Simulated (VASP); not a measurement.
# AlGa2N3 (I4/mmm) in VASP: further runs, part 2 of 2

VASP 6.6.1.

## 4. Single point, PBE

This run uses another cell than the first one, of 9.31 Å³/atom.

The input, INCAR:

```
  PREC = Accurate
  ENCUT = 520
  EDIFF = 1E-7
  ISMEAR = 0
  SIGMA = 0.02
  LREAL = False
  LASPH = True
  NELM = 100
  ALGO = Normal
  ISIF = 2
  LWAVE = False
  LCHARG = False
  GGA = PE
  NBANDS = 31
```

The input, KPOINTS:

```
Automatic mesh
0
Gamma
  12 12 12
```

The input, POSCAR:

```
AlGa2N3
1.0
   -1.4861010421      1.4861010421      6.3211170632
    1.4861010421     -1.4861010421      6.3211170632
    1.4861010421      1.4861010421     -6.3211170632
Al Ga N
1 2 3
Direct
    0.0000000000      0.0000000000      0.0000000000
    0.6657821894      0.6657821894      0.0000000000
    0.3342178106      0.3342178106      0.0000000000
    0.1633449679      0.1633449679      0.0000000000
    0.8366550321      0.8366550321      0.0000000000
    0.5000000000      0.5000000000      0.0000000000
```

Potentials or basis: VASP PAW PBE potentials, release 64 (Al, Ga_d, N).

Launch:

```sh
$ cat potpaw_PBE.64/Al/POTCAR potpaw_PBE.64/Ga_d/POTCAR potpaw_PBE.64/N/POTCAR > POTCAR
$ mpirun -np 1 vasp_std > vasp.out
```

OUTCAR:

```text
PREC = Accurate
   ENCUT = 520
   EDIFF = 1E-7
   ISMEAR = 0
   LREAL = False
   LASPH = True
   NELM = 100
   ISIF = 2
   GGA = PE

 ion  position               nearest neighbor table
   1  0.000  0.000  0.000-   4 2.07   5 2.07   6 2.10   6 2.10   6 2.10   6 2.10   2 2.97   3 2.97
                             2 2.97   3 2.97   2 2.97   3 2.97   3 2.97   2 2.97
   2  0.666  0.666  0.000-   6 2.10   4 2.10   4 2.10   4 2.10   4 2.10   5 2.16   1 2.97   1 2.97
                             1 2.97   1 2.97
   3  0.334  0.334  0.000-   6 2.10   5 2.10   5 2.10   5 2.10   5 2.10   4 2.16   1 2.97   1 2.97
                             1 2.97   1 2.97
   4  0.163  0.163  0.000-   1 2.07   2 2.10   2 2.10   2 2.10   2 2.10   3 2.16
   5  0.837  0.837  0.000-   1 2.07   3 2.10   3 2.10   3 2.10   3 2.10   2 2.16
   6  0.500  0.500  0.000-   2 2.10   3 2.10   1 2.10   1 2.10   1 2.10   1 2.10

  LATTYP: Found a body centered tetragonal cell.
 ALAT       =     2.9722020842
 C/A-ratio  =     4.2534907682

  Lattice vectors:

 A1 = (  -1.4861010421,   1.4861010421,   6.3211170632)
 A2 = (   1.4861010421,  -1.4861010421,   6.3211170632)
 A3 = (   1.4861010421,   1.4861010421,  -6.3211170632)

[... 180 lines left out ...]

  energy without entropy =      -36.77785416  energy(sigma->0) =      -36.77785416

 E-fermi :   8.4449     XC(G=0): -12.6867

 val. band max:        8.3526110824   @ k =   0.5000   0.5000   0.3333
 cond. band min:       9.5124942825   @ k =   0.5000   0.5000   0.0000
 fundamental gap:      1.1598832001
 Fermi energy:         8.4449331979

 k-point     1 :       0.0000    0.0000    0.0000
  band No.  band energies     occupation
      1      -8.9385      2.00000
      2      -7.5569      2.00000
      3      -6.8204      2.00000
      4      -5.8674      2.00000
      5      -5.7791      2.00000
      6      -5.6568      2.00000
[... 805 lines left out ...]
     30      18.6225      0.00000
     31      19.1891      0.00000

 [... further k-points ...]
[... 5 lines left out ...]
  --------------------------------------------------------------------------------------
  -------------------------------------------------------------------------------------
  Total        0.1713903      0.1713903      0.1535908      0.0000000      0.0000000      0.0000000
  in kB        4.9175214      4.9175214      4.4068210      0.0000000      0.0000000      0.0000000
  external PRESSURE =       4.7472879 kB  Pullay stress =       0.0000000 kB

 VOLUME and BASIS-vectors are now :
 -----------------------------------------------------------------------------
  energy-cutoff  :      520.00
  volume of cell :       55.84
      direct lattice vectors                 reciprocal lattice vectors
    -1.486101042  1.486101042  6.321117063     0.000000000  0.336450878  0.079099943
     1.486101042 -1.486101042  6.321117063     0.336450878  0.000000000  0.079099943
     1.486101042  1.486101042 -6.321117063     0.336450878  0.336450878  0.000000000

 POSITION                                       TOTAL-FORCE (eV/Angst)
 -----------------------------------------------------------------------------------
      0.00000      0.00000      0.00000        -0.000000     -0.000000      0.000000
      0.00000      0.00000      8.41697        -0.000000     -0.000000     -0.005144
      0.00000      0.00000      4.22526        -0.000000     -0.000000      0.005144
      0.00000      0.00000      2.06505         0.000000      0.000000     -0.020884
      0.00000      0.00000     10.57719         0.000000      0.000000      0.020884
      0.00000      0.00000      6.32112        -0.000000     -0.000000      0.000000
 -----------------------------------------------------------------------------------
    total drift:                               -0.000000      0.000000      0.000000

  FREE ENERGIE OF THE ION-ELECTRON SYSTEM (eV)
  ---------------------------------------------------
  free  energy   TOTEN  =       -36.7778541625 eV

  energy  without entropy=      -36.7778541625  energy(sigma->0) =      -36.77785416
```

OSZICAR:

```text
N       E                     dE             d eps       ncg     rms          rms(c)
DAV:   1     0.379523816955E+03    0.37952E+03   -0.20286E+04 11777   0.242E+03
DAV:   2     0.148774386205E+02   -0.36465E+03   -0.34014E+03 10814   0.552E+02
DAV:   3    -0.395706993654E+02   -0.54448E+02   -0.53203E+02 11395   0.155E+02
DAV:   4    -0.421831353430E+02   -0.26124E+01   -0.25977E+01 13875   0.365E+01
DAV:   5    -0.422367230402E+02   -0.53588E-01   -0.53562E-01 11727   0.512E+00    0.127E+01
DAV:   6    -0.366924786416E+02    0.55442E+01   -0.15311E+01 17594   0.533E+01    0.365E+00
DAV:   7    -0.368209356274E+02   -0.12846E+00   -0.23941E+00 11847   0.934E+00    0.306E+00
DAV:   8    -0.367941743291E+02    0.26761E-01   -0.22782E-01 14210   0.585E+00    0.723E-01
DAV:   9    -0.367775895534E+02    0.16585E-01   -0.56926E-02 17830   0.412E+00    0.288E-01
DAV:  10    -0.367777528639E+02   -0.16331E-03   -0.65895E-03 11451   0.518E-01    0.143E-01
DAV:  11    -0.367778404128E+02   -0.87549E-04   -0.41041E-04 17314   0.167E-01    0.395E-02
DAV:  12    -0.367778521186E+02   -0.11706E-04   -0.66334E-05 13670   0.717E-02    0.138E-02
DAV:  13    -0.367778543380E+02   -0.22194E-05   -0.11841E-05 12632   0.272E-02    0.495E-03
DAV:  14    -0.367778541941E+02    0.14393E-06   -0.14937E-06 14715   0.172E-02    0.185E-03
DAV:  15    -0.367778541625E+02    0.31615E-07   -0.20341E-07  9947   0.388E-03
   1 F= -.36777854E+02 E0= -.36777854E+02  d E =-.145491E-13
```

stdout:

```text
POSCAR found type information on POSCAR AlGaN
 POSCAR found :  3 types and       6 ions
 scaLAPACK will be used
 LDA part: xc-table for (Slater+PW92), standard interpolation
 POSCAR, INCAR and KPOINTS ok, starting setup
 FFT: planning ... GRIDC
 FFT: planning ... GRID_SOFT
 FFT: planning ... GRID
 WAVECAR not read
 entering main loop
```

Wall time 7.6 min (1 thread of Intel Xeon 6975P-C (Granite Rapids), shared host); peak memory 0.52 GiB.

What came out:

```yaml
Free_energy: -36.7779 eV
Pressure: 0.5 GPa
Largest_force: 0.021 eV/Å
Band_gap_on_the_k_mesh: 1.16 eV (least direct gap 2.18 eV)
```

Forces in eV/Å, atoms in the order of the input:
```
Al   0.000  0.000  0.000
Ga   0.000  0.000 -0.005
Ga   0.000  0.000  0.005
N    0.000  0.000 -0.021
N    0.000  0.000  0.021
N    0.000  0.000  0.000
```

A k mesh can miss the band edges.

## 5. Relaxation of cell and atoms, PBE

The input, INCAR:

```
ALGO = Normal ; EDIFF = 1E-7
EDIFFG = -0.04 ; ENCUT = 600
GGA = PE ; IBRION = 2
ISIF = 3 ; ISMEAR = 0
LASPH = True ; LCHARG = False
LREAL = False ; LWAVE = False
NELM = 100 ; NSW = 90
PREC = Accurate ; SIGMA = 0.1
```

The input, KPOINTS:

```
k-points
0
Gamma
  8 8 8
```

The input, POSCAR:

```
AlGa2N3
1.0
   -1.7013352700      1.7013352700      7.2181542300
    1.7013352700     -1.7013352700      7.2181542300
    1.7013352700      1.7013352700     -7.2181542300
Al Ga N
1 2 3
Direct
    0.0000000000      0.0000000000      0.0000000000
    0.6666666700      0.6666666700      0.0000000000
    0.3333333300      0.3333333300      0.0000000000
    0.1666666700      0.1666666700      0.0000000000
    0.8333333300      0.8333333300      0.0000000000
    0.5000000000      0.5000000000      0.0000000000
```

Potentials or basis: VASP PAW PBE potentials, release 64 (Al, Ga_d, N).

Launch:

```sh
$ cat potpaw_PBE.64/Al/POTCAR potpaw_PBE.64/Ga_d/POTCAR potpaw_PBE.64/N/POTCAR > POTCAR
$ mpirun -np 1 vasp_std > vasp.out
```

OUTCAR:

```text
EDIFF = 1E-7
   EDIFFG = -0.04
   ENCUT = 600
   GGA = PE
   IBRION = 2
   ISIF = 3
   ISMEAR = 0
   LASPH = True
   LREAL = False
   NELM = 100
   NSW = 90
   PREC = Accurate

 ion  position               nearest neighbor table
   1  0.000  0.000  0.000-   6 2.41   6 2.41   6 2.41   6 2.41   5 2.41   4 2.41
   2  0.667  0.667  0.000-
   3  0.333  0.333  0.000-
   4  0.167  0.167  0.000-   1 2.41
   5  0.833  0.833  0.000-   1 2.41
   6  0.500  0.500  0.000-   1 2.41   1 2.41   1 2.41   1 2.41

  LATTYP: Found a body centered tetragonal cell.
 ALAT       =     3.4026705400
 C/A-ratio  =     4.2426406819

  Lattice vectors:

 A1 = (  -1.7013352700,   1.7013352700,   7.2181542300)
 A2 = (   1.7013352700,  -1.7013352700,   7.2181542300)
 A3 = (   1.7013352700,   1.7013352700,  -7.2181542300)

Analysis of symmetry for initial positions (statically):
[... 385 lines left out ...]
 Free energy of the ion-electron system (eV)
  ---------------------------------------------------
  ext. energy  EPLUGINS =         0.00000000
  ---------------------------------------------------
  free energy    TOTEN  =       -36.82023303 eV

  energy without entropy =      -36.82023303  energy(sigma->0) =      -36.82023303

 E-fermi :   8.7311     XC(G=0): -12.6748

 val. band max:        8.2430582930   @ k =  -0.3750   0.5000   0.2500
 cond. band min:       9.4711814537   @ k =   0.5000   0.5000   0.0000
 fundamental gap:      1.2281231607
 Fermi energy:         8.7310754097

 k-point     1 :       0.0000    0.0000    0.0000
  band No.  band energies     occupation
      1      -8.9443      2.00000
      2      -7.5698      2.00000
      3      -6.8337      2.00000
      4      -5.8979      2.00000
      5      -5.8098      2.00000
      6      -5.6888      2.00000
[... 685 lines left out ...]
     25      15.1699      0.00000
     26      15.4402      0.00000

 [... further k-points ...]
[... 5 lines left out ...]
  --------------------------------------------------------------------------------------
  -------------------------------------------------------------------------------------
  Total       -0.0567847     -0.0567847      0.0006252      0.0000000      0.0000000      0.0000000
  in kB       -1.6255028     -1.6255028      0.0178957      0.0000000      0.0000000      0.0000000
  external PRESSURE =      -1.0777033 kB  Pullay stress =       0.0000000 kB
[... 21 lines left out ...]
  FREE ENERGIE OF THE ION-ELECTRON SYSTEM (eV)
  ---------------------------------------------------
  free  energy   TOTEN  =       -36.8202330312 eV

  energy  without entropy=      -36.8202330312  energy(sigma->0) =      -36.82023303

 reached required accuracy - stopping structural energy minimisation
```

Wall time 24 min (1 thread of Intel Xeon 6975P-C (Granite Rapids), shared host); peak memory 0.71 GiB.

What came out:

| Property | Result |
| --- | --- |
| Free energy | -36.8202 eV |
| Relaxed volume | 9.33 Å³/atom |
| Relaxed cell | a = 6.662 Å, b = 6.662 Å, c = 6.662 Å, α = 154.19°, β = 154.19°, γ = 36.83° |
| Space group after relaxing (to 0.1 Å) | I4/mmm (No. 139) |
| Energy gained by relaxing | 751.9 meV/atom |
| Ionic steps | 6 |
| Pressure after relaxing | -0.1 GPa |
| Largest force after relaxing | 0.011 eV/Å |
| Band gap on the k mesh | 1.23 eV (least direct gap 2.14 eV) |

Forces in eV/Å, atoms in the order of the input:
```
Al   0.000  0.000  0.000
Ga   0.000  0.000 -0.011
Ga   0.000  0.000  0.011
N    0.000  0.000 -0.001
N    0.000  0.000  0.001
N    0.000  0.000  0.000
```

Stress tensor (GPa, compression positive):
```
-0.16  0.00  0.00
 0.00 -0.16  0.00
 0.00  0.00  0.00
```

The path:
```tsv
step	energy change (eV)	largest force (eV/Å)	pressure (GPa)	volume (Å³)
1	0.0000	0.4075	-35.15	83.57
2	-4.2510	0.4561	20.58	51.80
3	-4.4975	0.4343	0.09	55.94
4	-4.5094	0.1064	0.05	55.93
5	-4.5105	0.1129	0.09	55.93
6	-4.5113	0.0113	-0.11	55.97
```

Final structure:
```xyz
6
Lattice="-1.4879 1.4879 6.3205 1.4879 -1.4879 6.3205 1.4879 1.4879 -6.3205" Properties=species:S:1:pos:R:3 pbc="T T T"
Al    0.0000    0.0000    0.0000
Ga    1.4879    1.4879    2.0959
Ga    1.4879    1.4879   -2.0959
N     0.0000    0.0000    2.0638
N     0.0000    0.0000   10.5773
N     0.0000    0.0000    6.3205
```

Caveat: the volume moved by over 15 % at a fixed basis, so the end points are rough. A k mesh can miss the band edges.

## 6. Summary

```tsv
task	cell	k mesh	cutoff (eV)	smearing	gap on the mesh (eV)	pressure (GPa)	largest force (eV/Å)
single point	a = 7.609 Å, angles 154.2, 154.2, 36.9°, 6 atoms, atomic positions A	8 × 8 × 8	520	gaussian 0.1 eV	none	-35.0	0.41
single point	a = 6.659 Å, angles 154.2, 154.2, 36.8°, 6 atoms, atomic positions B	8 × 8 × 8	520	gaussian 0.1 eV	1.24	0.5	0.02
single point	a = 6.661 Å, angles 154.2, 154.2, 36.8°, 6 atoms, atomic positions B	12 × 12 × 12	520	gaussian 0.02 eV	1.16	0.5	0.02
relaxation of cell and atoms	relaxed from a = 7.609 Å, angles 154.2, 154.2, 36.9°, 6 atoms, atomic positions A	8 × 8 × 8	600	gaussian 0.1 eV	1.23	-0.1	0.01
```

Alike in all rows: level PBE; potentials or basis VASP PAW PBE potentials, release 64 (Al, Ga_d, N); no spin polarisation.

Caveats: the cell stands under tension (at least some runs); semilocal functionals underestimate gaps, and a narrow one can read as zero (at least some runs); the volume moved by over 15 % at a fixed basis, so the end points are rough (at least some runs).

Total energies depend on the potentials used, so only differences within one code and one set of settings carry meaning.

The gap in the log of VASP goes by the Fermi energy; the results here count the filled bands.